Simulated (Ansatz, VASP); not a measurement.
# One calculation of BaS, two programs

Contents of INCAR:

```
PREC     = Accurate       # precision mode
ENCUT    = 520            # plane-wave cutoff, eV
EDIFF    = 1E-8           # SCF threshold, eV
ISMEAR   = -1             # smearing method
SIGMA    = 0.02           # smearing width, eV
LREAL    = F              # projectors in reciprocal space
LASPH    = T              # aspherical terms in the spheres
NELM     = 100            # most SCF steps
ALGO     = Normal         # electronic algorithm
ISIF     = 2              # what is computed and relaxed
LWAVE    = F              # write WAVECAR
LCHARG   = F              # write CHGCAR
GGA      = PE             # functional
LEFG     = T            
NBANDS   = 15             # bands
```

The input KPOINTS:

```
Automatic mesh
0
Gamma
  8 8 8
```

POSCAR

```
BaS
1.0
   -0.0638750000      3.1618125000      3.1618125000
    3.1618125000     -0.0638750000      3.1618125000
    3.1618125000      3.1618125000     -0.0638750000
Ba S
1 1
Direct
    0.0000000000      0.0000000000      0.0000000000
    0.5000000000      0.5000000000      0.5000000000
```

Input for Ansatz:

```yaml
crystal:
  lattice:
    - [-0.063875, 3.1618125, 3.1618125]
    - [3.1618125, -0.063875, 3.1618125]
    - [3.1618125, 3.1618125, -0.063875]
  atoms:
    - { symbol: Ba, position: [0.0, 0.0, 0.0] }
    - { symbol: S, position: [0.5, 0.5, 0.5] }
kpoints:
  mp_grid: { grid: [8, 8, 8] }
scf:
  occupations: { method: fermi_dirac, width: 0.02 }
hamiltonian:
  xc: pbe
  pseudopotentials: { kind: paw }
output:
  forces: true
  stress: true
  eigenvalues: true
  efg: { contact_densities: true }
```

Change from the starting cell: equal xy, yz and zx shear strains of -2 %, PAW files.

Alike in both runs: task electric field gradients; functional PBE; k mesh 8 × 8 × 8; occupations fermi-dirac, width 0.02 eV; no spin polarisation.

|  | VASP | Ansatz |
| --- | --- | --- |
| version | VASP 6.6.1 | Ansatz 0.2.0 |
| potentials or method | VASP PAW PBE potentials, release 64 (Ba_sv, S) | PAW with Ansatz's default frozen-core files, scalar-relativistic |
| plane-wave cutoff (eV) | 520 | 420 |
| valence electrons in the cell | 16 | 16 |

Ansatz gave:

```
gap on the k mesh at the Fermi level (eV)                     : 2.16
pressure (GPa)                                                : 0.8
traceless stress, the component that is largest in VASP (GPa) : 0.35
size of Vzz on the site where it differs most (V/Å²)          : 14.1
```

Task: What did VASP give for the same quantities?

Result: gap on the k mesh at the Fermi level (eV): 2.06; pressure (GPa): 1.4; traceless stress, the component that is largest in VASP (GPa): 0.35; size of Vzz on the site where it differs most (V/Å²): 14.3.

Spin-orbit coupling is off throughout.
